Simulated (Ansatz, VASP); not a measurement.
# TaN: VASP beside Ansatz

Contents of INCAR:

```
SYSTEM = TaN
ALGO     = Normal         ! electronic algorithm
EDIFF    = 1E-6           ! SCF threshold, eV
ENCUT    = 520            ! plane-wave cutoff, eV
GGA      = PE             ! functional
ISIF     = 2              ! what is computed and relaxed
ISMEAR   = -1             ! smearing method
LASPH    = .TRUE.         ! aspherical terms in the spheres
LCHARG   = .FALSE.        ! write CHGCAR
LREAL    = .FALSE.        ! projectors in reciprocal space
LWAVE    = .FALSE.        ! write WAVECAR
NBANDS   = 15             ! bands
NELM     = 60             ! most SCF steps
PREC     = Accurate       ! precision mode
SIGMA    = 0.05           ! smearing width, eV
```

The input KPOINTS:

```
k-points
0
G
  11 11 11
  0 0 0
```

File POSCAR:

```
TaN
1.0
    0.0000000000      2.1790000000      2.1790000000
    2.1790000000      0.0000000000      2.1790000000
    2.1790000000      2.1790000000      0.0000000000
Ta N
1 1
Direct
    0.5000000000      0.5000000000      0.5000000000
    0.0000000000      0.0000000000      0.0000000000
```

Input for Ansatz:

```yaml
crystal:
  lattice:
    - [0.0, 2.179, 2.179]
    - [2.179, 0.0, 2.179]
    - [2.179, 2.179, 0.0]
  atoms:
    - { symbol: Ta, position: [0.5, 0.5, 0.5] }
    - { symbol: "N", position: [0.0, 0.0, 0.0] }
basis:
  ecutwfc: 489.804952427784
kpoints:
  mp_grid:
    grid: [11, 11, 11]
hamiltonian:
  pseudopotentials:
    kind: paw
scf:
  occupations:
    method: fermi_dirac
    width: 0.05
output:
  stress: true
```

Alike in both runs: task single point; functional PBE; k mesh 11 × 11 × 11; occupations fermi-dirac, width 0.05 eV; no spin polarisation.

```csv
,VASP,Ansatz
version,VASP 6.6.1,Ansatz 0.2.0
potentials or method,"VASP PAW PBE potentials, release 64 (Ta_pv, N), cutoff 520 eV","plane waves, PAW"
valence electrons in the cell,16,18
```

|  | VASP | Ansatz | Ansatz less VASP |
| --- | --- | --- | --- |
| pressure (GPa) | 15.6 | 14.6 | -0.97 |

VASP's potentials hold 16 valence electrons a cell and Ansatz's 18, so a difference there can come from the potentials and not from the codes.

Spin-orbit coupling is off throughout.
